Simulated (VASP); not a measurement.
## Pt: single point with PBE

Crystal: Pt.

```
Pt
1.0
     4.71027    0.00000    0.00000
    -2.35514    4.07922    0.00000
     0.00000    0.00000    2.80268
Pt
3
Direct
  0.00000 0.00000 0.00000
  0.33333 0.66667 0.50000
  0.66667 0.33333 0.50000
```

This cell differs from its parent crystal: volume scaled by 1.12.

```yaml
Program: VASP 6.6.1
Task: single point
Functional: PBE
Potentials_or_basis: VASP PAW PBE potentials, release 64 (Pt)
Cutoff: 520 eV
k_mesh: 9 × 9 × 13
Occupations: fermi-dirac, width 0.05 eV
Spin: collinear spin, ferromagnetic start
Starting_moments: "[1.0, 1.0, 1.0] μB"
Dipole_correction: no
Further_INCAR_settings: ALGO = Normal; EDIFF = 1e-06; NBANDS = 26
```

The pressure is -19.7 GPa. The net moment is 0.15 μB per cell and the site moments are Pt +0.06, +0.05 μB. The valence electrons inside the program's atomic spheres are Pt 8.90, 8.99.

Stress tensor (GPa, compression positive):
```
-19.83   0.00   0.00
  0.00 -19.83   0.00
  0.00   0.00 -19.55
```

Levels at points of the mesh, in eV from the Fermi level:
Spin up:
```
           k point  band 13  band 14  band 15  band 16  band 17  band 18
(0.00, 0.00, 0.00)    -1.45    -1.45     0.23     0.23     4.33     5.19
```
Spin down:
```
           k point  band 13  band 14  band 15  band 16  band 17  band 18
(0.00, 0.00, 0.00)    -1.42    -1.42     0.26     0.26     4.35     5.22
```

Wall time 110 s on 1 thread of Intel(R) Xeon(R) Platinum 8559C (Emerald Rapids) (shared host), peak memory 0.3 GiB.

Caveat: spin-orbit coupling is left out, which moves the levels of the heavy elements.
